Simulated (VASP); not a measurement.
# Ca (I4/mmm) in VASP: single point with PBE

Aim: the single point of Ca with PBE.

All numbers are computed with VASP 6.6.1; they aren't measurements. Logs are shortened: lines on timing, memory, paths and dates and some standing lists are left out, and cuts for length are marked.

## (1) The cell of the first run

It takes space group I4/mmm (No. 139, tetragonal). Conventional cell: a = 4.410 Å, b = 4.410 Å, c = 4.392 Å, α = 90.00°, β = 90.00°, γ = 90.00°. Ca (site symmetry 4/mmm) has 14 Ca at 3.81 to 4.41 Å within 5.0 Å.

## (2) Single point, PBE

INCAR

```
SYSTEM = Ca
ALGO = Fast
EDIFF = 1E-6
ENCUT = 520
GGA = PE
ISIF = 2
ISMEAR = 0
LASPH = .True.
LCHARG = .True.
LELF = .True.
LREAL = .False.
LVHAR = .True.
LWAVE = .False.
NBANDS = 11
NELM = 60
PREC = Accurate
SIGMA = 0.1
```

KPOINTS

```
k-points
0
Gamma
  6 6 6
  0 0 0
```

POSCAR

```
Ca
1.0
   -2.2052049036      2.2052049036      2.1961148100
    2.2052049036     -2.2052049036      2.1961148100
    2.2052049036      2.2052049036     -2.1961148100
Ca
1
Direct
    0.5000000000      0.5000000000      0.0000000000
```

Potentials or basis: VASP PAW PBE potentials, release 64 (Ca_sv).

Launch:

```bash
$ cat potpaw_PBE.64/Ca_sv/POTCAR > POTCAR
$ mpirun -np 1 vasp_std > vasp.out
```

OUTCAR:

```text
SYSTEM = Ca
   EDIFF = 1E-6
   ENCUT = 520
   GGA = PE
   ISIF = 2
   ISMEAR = 0
   LASPH = .True.
   LREAL = .False.
   NELM = 60
   PREC = Accurate

 ion  position               nearest neighbor table
   1  0.500  0.500  0.000-

  LATTYP: Found a body centered tetragonal cell.
 ALAT       =     4.4104098072
 C/A-ratio  =     0.9958778916

  Lattice vectors:

 A1 = (  -2.2052049036,   2.2052049036,   2.1961148100)
 A2 = (   2.2052049036,  -2.2052049036,   2.1961148100)
 A3 = (   2.2052049036,   2.2052049036,  -2.1961148100)

Analysis of symmetry for initial positions (statically):
=====================================================================
 Subroutine PRICEL returns:
 Original cell was already a primitive cell.

 Routine SETGRP: Setting up the symmetry group for a
 body centered tetragonal supercell.

 Subroutine GETGRP returns: Found 16 space group operations
 (whereof 16 operations were pure point group operations)
 out of a pool of 16 trial point group operations.

The static configuration has the point symmetry D_4h.

Analysis of symmetry for dynamics (positions and initial velocities):
=====================================================================
 Subroutine PRICEL returns:
 Original cell was already a primitive cell.

 Routine SETGRP: Setting up the symmetry group for a
 body centered tetragonal supercell.

 Subroutine GETGRP returns: Found 16 space group operations
 (whereof 16 operations were pure point group operations)
 out of a pool of 16 trial point group operations.

The dynamic configuration has the point symmetry D_4h.

 Subroutine INISYM returns: Found 16 space group operations
 (whereof 16 operations are pure point group operations),
 and found     1 'primitive' translations

----------------------------------------------------------------------------------------

                                     Primitive cell

  volume of cell :      42.7182

  direct lattice vectors                    reciprocal lattice vectors
    -2.205204904  2.205204904  2.196114810     0.000000000  0.226736300  0.227674800
     2.205204904 -2.205204904  2.196114810     0.226736300  0.000000000  0.227674800
     2.205204904  2.205204904 -2.196114810     0.226736300  0.226736300  0.000000000

  length of vectors
     3.814285987  3.814285987  3.814285987     0.321317855  0.321317855  0.320653550

  position of ions in fractional coordinates (direct lattice)
     0.500000000  0.500000000  0.000000000

  ion indices of the primitive-cell ions
   primitive index   ion index
                 1           1

----------------------------------------------------------------------------------------

 KPOINTS: k-points

Automatic generation of k-mesh.
 Grid dimensions read from file:
 generate k-points for:    6    6    6

 Generating k-lattice:

  Cartesian coordinates                     Fractional coordinates (reciprocal lattice)
     0.000000000  0.037789383  0.037945800     0.166666667 -0.000000000  0.000000000
     0.037789383  0.000000000  0.037945800    -0.000000000  0.166666667  0.000000000
     0.037789383  0.037789383  0.000000000     0.000000000  0.000000000  0.166666667

  Length of vectors
     0.053552976  0.053552976  0.053442258

  Shift w.r.t. Gamma in fractional coordinates (k-lattice)
     0.000000000  0.000000000  0.000000000

 Subroutine IBZKPT returns following result:
 ===========================================

 Found     30 irreducible k-points:

 Following reciprocal coordinates:
            Coordinates               Weight
  0.000000  0.000000  0.000000      1.000000
  0.166667  0.000000  0.000000      8.000000
  0.333333  0.000000 -0.000000      8.000000
  0.500000  0.000000 -0.000000      4.000000
  0.166667  0.166667  0.000000      8.000000
  0.333333  0.166667  0.000000     16.000000
[... 16 lines left out ...]
 -0.333333 -0.333333  0.166667      8.000000
 -0.166667 -0.333333  0.166667      8.000000
 [... further k-points ...]
   k-points           NKPTS =     30   k-points in BZ     NKDIM =     30   number of bands    NBANDS=     11
   number of dos      NEDOS =    301   number of ions     NIONS =      1
   total plane-waves  NPLWV =  21952
   dimension x,y,z NGX =    28 NGY =   28 NGZ =   28
   dimension x,y,z NGXF=    56 NGYF=   56 NGZF=   56
   ions per type =               1
   NGX,Y,Z   is equivalent  to a cutoff of  12.20, 12.20, 12.20 a.u.
   NGXF,Y,Z  is equivalent  to a cutoff of  24.41, 24.41, 24.41 a.u.
 SYSTEM =  Ca
   PREC   = accura    normal or accurate (medium, high low for compatibility)
   ISTART =      0    job   : 0-new  1-cont  2-samecut
   ICHARG =      2    charge: 1-file 2-atom 10-const
   ISPIN  =      1    spin polarized calculation?
   LNONCOLLINEAR =      F non collinear calculations
   LSORBIT =      F    spin-orbit coupling
   LASPH  =      T    aspherical Exc in radial PAW
   ENCUT  =  520.0 eV  38.22 Ry    6.18 a.u.   7.09  7.09  7.09*2*pi/ulx,y,z
   NELM   =     60;   NELMIN=  2; NELMDL= -5     # of ELM steps
   EDIFF  = 0.1E-05   stopping-criterion for ELM
   LREAL  =      F    real-space projection
   EDIFFG = 0.1E-04   stopping-criterion for IOM
   NSW    =      0    number of steps for IOM
   IBRION =     -1    ionic relax: 0-MD 1-quasi-New 2-CG
   NFREE  =      0    steps in history (QN), initial steepest desc. (CG)
   ISIF   =      2    stress and relaxation
   ISYM   =      2    0-nonsym 1-usesym 2-fastsym
   POTIM  = 0.5000    time-step for ionic-motion
   TEBEG  =    0.0;   TEEND  =   0.0 temperature during run
   PSTRESS=    0.0 pullay stress
   NELECT =      10.0000    total number of electrons
   NUPDOWN=      -1.0000    fix difference up-down
   EMIN   =  10.00;   EMAX   =-10.00  energy-range for DOS
   EFERMI =   0.00;   METHOD = LEGACY
   ISMEAR =     0;   SIGMA  =   0.10  broadening in eV -4-tet -1-fermi 0-gaus
   EFERMI_NEDOS =   21; number of points for ismear=-14 and -15
   IALGO  =     68    algorithm
   IMIX   =      4    mixing-type and parameters
     AMIX     =   0.40;   BMIX     =  1.00
     AMIX_MAG =   1.60;   BMIX_MAG =  1.00
  volume/ion in A,a.u.               =      42.72       288.28
  Fermi-wavevector in a.u.,A,eV,Ry     =   1.008952  1.906643 13.850516  1.017984
  Thomas-Fermi vector in A             =   2.141851
   LORBIT       =      0    0 simple, 1 ext, 2 COOP (PROOUT), +10 PAW based schemes
   GGA     = PE    functional components
   LHFCALC =     F    Hartree Fock is set to
   AEXX    =    0.0000 exact exchange contribution
   IVDW    =     0    specifies the selected vdW correction
   LEPSILON=     F    determine dielectric tensor
   LRPA    =     F    only Hartree local field effects (RPA)
 non-spin polarized calculation
 RMM-DIIS sequential band-by-band and
 Gauss-broadening in eV      SIGMA  =   0.10
  energy-cutoff  :      520.00
  volume of cell :       42.72
 maximum number of plane-waves:      1160
   NGX = 15   NGY = 15   NGZ = 15

 number of electron      10.0000001 magnetization

 Free energy of the ion-electron system (eV)
  ---------------------------------------------------
  ext. energy  EPLUGINS =         0.00000000
  ---------------------------------------------------
  free energy    TOTEN  =        -1.91244620 eV

  energy without entropy =       -1.90118199  energy(sigma->0) =       -1.90681410

 E-fermi :   1.9719     XC(G=0):  -7.6990

 val. band max:        1.9718090979   @ k =  -0.3333   0.5000   0.3333
 cond. band min:       2.0134007071   @ k =   0.5000   0.5000   0.5000
 fundamental gap:      0.0415916092
 Fermi energy:         1.9718774277

 k-point     1 :       0.0000    0.0000    0.0000
  band No.  band energies     occupation
      1     -40.1404      2.00000
      2     -21.0574      2.00000
      3     -21.0562      2.00000
      4     -21.0562      2.00000
      5      -2.0880      2.00000
      6       4.2196      0.00000
      7       4.2375      0.00000
      8       4.2375      0.00000
      9       5.2601      0.00000
     10       5.2838      0.00000
     11      12.0855      0.00000

 k-point     2 :       0.1667    0.0000    0.0000
  band No.  band energies     occupation
      1     -40.1369      2.00000
      2     -21.0908      2.00000
      3     -21.0676      2.00000
      4     -21.0568      2.00000
      5      -1.5982      2.00000
      6       3.9531      0.00000
      7       3.9579      0.00000
      8       4.5949      0.00000
      9       5.0753      0.00000
     10       5.2858      0.00000
     11      11.0910      0.00000

 k-point     3 :       0.3333    0.0000   -0.0000
  band No.  band energies     occupation
      1     -40.1299      2.00000
      2     -21.1577      2.00000
      3     -21.0904      2.00000
      4     -21.0568      2.00000
      5      -0.2765      2.00000
      6       2.9493      0.00000
      7       3.4837      0.00000
      8       5.1726      0.00000
      9       5.4155      0.00000
     10       5.5506      0.00000
     11       8.4222      0.00000

 k-point     4 :       0.5000    0.0000   -0.0000
  band No.  band energies     occupation
      1     -40.1264      2.00000
      2     -21.1907      2.00000
      3     -21.1016      2.00000
      4     -21.0568      2.00000
      5       1.0639      2.00000
      6       1.9266      1.47761
      7       3.2786      0.00000
      8       5.1793      0.00000
      9       5.5436      0.00000
     10       6.2863      0.00000
     11       7.2482      0.00000

 k-point     5 :       0.1667    0.1667    0.0000
  band No.  band energies     occupation
      1     -40.1316      2.00000
      2     -21.1364      2.00000
      3     -21.0816      2.00000
      4     -21.0647      2.00000
      5      -0.6820      2.00000
      6       3.3447      0.00000
      7       3.5491      0.00000
      8       4.9725      0.00000
      9       5.2691      0.00000
     10       5.4687      0.00000
     11       9.5007      0.00000
[... 211 lines left out ...]
 k-point    21 :      -0.3333    0.5000    0.1667
  band No.  band energies     occupation
      1     -40.1224      2.00000
      2     -21.1647      2.00000
      3     -21.1353      2.00000
      4     -21.0913      2.00000
      5       1.4402      2.00000
      6       2.4060      0.00000
      7       3.3392      0.00000
      8       4.8258      0.00000
      9       5.2943      0.00000
     10       6.3492      0.00000
     11       7.3207      0.00000

 k-point    22 :      -0.1667    0.5000    0.1667
  band No.  band energies     occupation
      1     -40.1237      2.00000
      2     -21.1814      2.00000
      3     -21.1147      2.00000
      4     -21.0813      2.00000
      5       1.5060      2.00000
      6       1.9269      1.47553
      7       3.6181      0.00000
      8       4.4642      0.00000
      9       5.6837      0.00000
     10       6.2294      0.00000
     11       7.1500      0.00000

 k-point    23 :      -0.3333   -0.3333    0.1667
  band No.  band energies     occupation
      1     -40.1224      2.00000
      2     -21.1652      2.00000
      3     -21.1349      2.00000
      4     -21.0915      2.00000
      5       1.4568      2.00000
      6       2.4021      0.00000
      7       3.3318      0.00000
      8       4.8116      0.00000
      9       5.3153      0.00000
     10       6.3515      0.00000
     11       7.3077      0.00000

 k-point    24 :      -0.1667   -0.3333    0.1667
  band No.  band energies     occupation
      1     -40.1270      2.00000
      2     -21.1521      2.00000
      3     -21.1030      2.00000
      4     -21.0826      2.00000
      5       0.1405      2.00000
      6       2.9932      0.00000
      7       3.7808      0.00000
      8       4.4516      0.00000
      9       5.4657      0.00000
     10       5.5074      0.00000
     11       8.5392      0.00000

 [... further k-points ...]
[... 5 lines left out ...]
  --------------------------------------------------------------------------------------
  -------------------------------------------------------------------------------------
  Total       -0.0392215     -0.0392215     -0.0421711      0.0000000     -0.0000000      0.0000000
  in kB       -1.4710323     -1.4710323     -1.5816588      0.0000000     -0.0000000      0.0000000
  external PRESSURE =      -1.5079078 kB  Pullay stress =       0.0000000 kB

 VOLUME and BASIS-vectors are now :
 -----------------------------------------------------------------------------
  energy-cutoff  :      520.00
  volume of cell :       42.72
      direct lattice vectors                 reciprocal lattice vectors
    -2.205204904  2.205204904  2.196114810     0.000000000  0.226736300  0.227674800
     2.205204904 -2.205204904  2.196114810     0.226736300  0.000000000  0.227674800
     2.205204904  2.205204904 -2.196114810     0.226736300  0.226736300  0.000000000

 POSITION                                       TOTAL-FORCE (eV/Angst)
 -----------------------------------------------------------------------------------
      0.00000      0.00000      2.19611         0.000000      0.000000     -0.000000
 -----------------------------------------------------------------------------------
    total drift:                                0.000000     -0.000000      0.000000

  FREE ENERGIE OF THE ION-ELECTRON SYSTEM (eV)
  ---------------------------------------------------
  free  energy   TOTEN  =        -1.9124462044 eV

  energy  without entropy=       -1.9011819871  energy(sigma->0) =       -1.90681410
```

Wall time 14 s (1 thread of Intel Xeon Platinum 8259CL at 2.50GHz (Skylake/Cascade Lake), shared host); peak memory 0.15 GiB.

What came out:

```
Free energy            : -1.9124 eV
Pressure               : -0.2 GPa
Band gap on the k mesh : zero (band 5 reaches 2.13 eV, above the bottom of band 6 at 1.91 eV)
```
